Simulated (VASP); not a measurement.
# TiAl: single point with PBEsol

TiAl:

```
Ti Al
1.0
     2.86726    0.00000    0.00000
    -1.43363    2.48312    0.00000
     0.00000    0.00000    4.67808
Ti Al
1 1
Direct
  0.00000 0.00000 0.00000
  0.33333 0.66667 0.50000
```

- Program: VASP 6.6.1
- Task: single point
- Functional: PBEsol
- Potentials or basis: VASP PAW PBE potentials, release 64 (Ti_sv, Al)
- Cutoff: 520 eV
- k mesh: 9 × 9 × 5
- Occupations: methfessel-paxton, width 0.005 eV
- Spin: no spin polarisation
- Dipole correction: no
- Further INCAR settings: ALGO = Normal; EDIFF = 1e-06; NBANDS = 14

| Item | Value |
| --- | --- |
| Pressure | -3.2 GPa |

Stress tensor (GPa, compression positive):
```
-3.46  0.00  0.00
 0.00 -3.46  0.00
 0.00  0.00 -2.81
```

Levels at points of the mesh, in eV from the Fermi level:
```
           k point  band 4  band 5  band 6  band 7  band 8  band 9  band 10  band 11
(0.00, 0.00, 0.00)  -32.27   -8.97   -2.32   -1.86    1.29    1.29     2.77     2.77
```

Wall time 18 s on 1 thread of Intel Xeon 6975P-C, on a shared host, peak memory 0.16 GiB.

Caveat: the PAW data sets were made with another functional, which shifts forces and pressure a little.
